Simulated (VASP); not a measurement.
A run of VASP 6.6.1:

File INCAR:

```
PREC     = Accurate       # precision mode
ENCUT    = 520            # plane-wave cutoff, eV
EDIFF    = 1E-7           # SCF threshold, eV
ISMEAR   = 0              # smearing method
SIGMA    = 0.01           # smearing width, eV
LREAL    = Auto         
LASPH    = True           # aspherical terms in the spheres
NELM     = 100            # most SCF steps
ALGO     = Normal         # electronic algorithm
ISIF     = 2              # what is computed and relaxed
LWAVE    = False          # write WAVECAR
LCHARG   = False          # write CHGCAR
GGA      = PE             # functional
NBANDS   = 202            # bands
```

The input KPOINTS:

```
Automatic mesh
0
Gamma
  1 1 1
  0.25 0.25 0.25
```

Contents of POSCAR:

```
Ga2O3
1.0
    2.5289754500      1.4601046700      4.5413080100
   -5.0579508900      2.9202093400      9.0826160100
    0.0000000000     -5.8404185800      9.0826160400
Ga O
16 24
Direct
    0.8558413500      0.4279206750      0.4279206750
    0.6441586500      0.3220793250      0.3220793250
    0.1441586500      0.0720793250      0.0720793250
    0.3558413500      0.1779206750      0.1779206750
    0.8558413500      0.4279206750      0.9279206750
    0.6441586500      0.3220793250      0.8220793250
    0.1441586500      0.0720793250      0.5720793250
    0.3558413500      0.1779206750      0.6779206750
    0.8558413500      0.9279206750      0.4279206750
    0.6441586500      0.8220793250      0.3220793250
    0.1441586500      0.5720793250      0.0720793250
    0.3558413500      0.6779206750      0.1779206750
    0.8558413500      0.9279206750      0.9279206750
    0.6441586500      0.8220793250      0.8220793250
    0.1441586500      0.5720793250      0.5720793250
    0.3558413500      0.6779206750      0.6779206750
    0.7500000000      0.2234501550      0.0265498450
    0.4469003100      0.0265498450      0.3750000000
    0.0530996900      0.3750000000      0.2234501550
    0.2500000000      0.2765498450      0.4734501550
    0.9469003100      0.1250000000      0.2765498450
    0.5530996900      0.4734501550      0.1250000000
    0.7500000000      0.2234501550      0.5265498450
    0.4469003100      0.0265498450      0.8750000000
    0.0530996900      0.3750000000      0.7234501550
    0.2500000000      0.2765498450      0.9734501550
    0.9469003100      0.1250000000      0.7765498450
    0.5530996900      0.4734501550      0.6250000000
    0.7500000000      0.7234501550      0.0265498450
    0.4469003100      0.5265498450      0.3750000000
    0.0530996900      0.8750000000      0.2234501550
    0.2500000000      0.7765498450      0.4734501550
    0.9469003100      0.6250000000      0.2765498450
    0.5530996900      0.9734501550      0.1250000000
    0.7500000000      0.7234501550      0.5265498450
    0.4469003100      0.5265498450      0.8750000000
    0.0530996900      0.8750000000      0.7234501550
    0.2500000000      0.7765498450      0.9734501550
    0.9469003100      0.6250000000      0.7765498450
    0.5530996900      0.9734501550      0.6250000000
```

Potentials or basis: VASP PAW PBE potentials, release 64 (Ga_d, O).

Run with:

```sh
$ cat potpaw_PBE.64/Ga_d/POTCAR potpaw_PBE.64/O/POTCAR > POTCAR
$ mpirun -np 1 vasp_std > vasp.out
```

Hardware: 1 thread of Intel Xeon 8259CL, on a shared host.

Problem. Estimate the wall time of this run.

Solution. It took 8.7 min on 1 thread of Intel Xeon 8259CL (shared host), peak memory 0.56 GiB. Counts: scf iterations 16, k points 1.
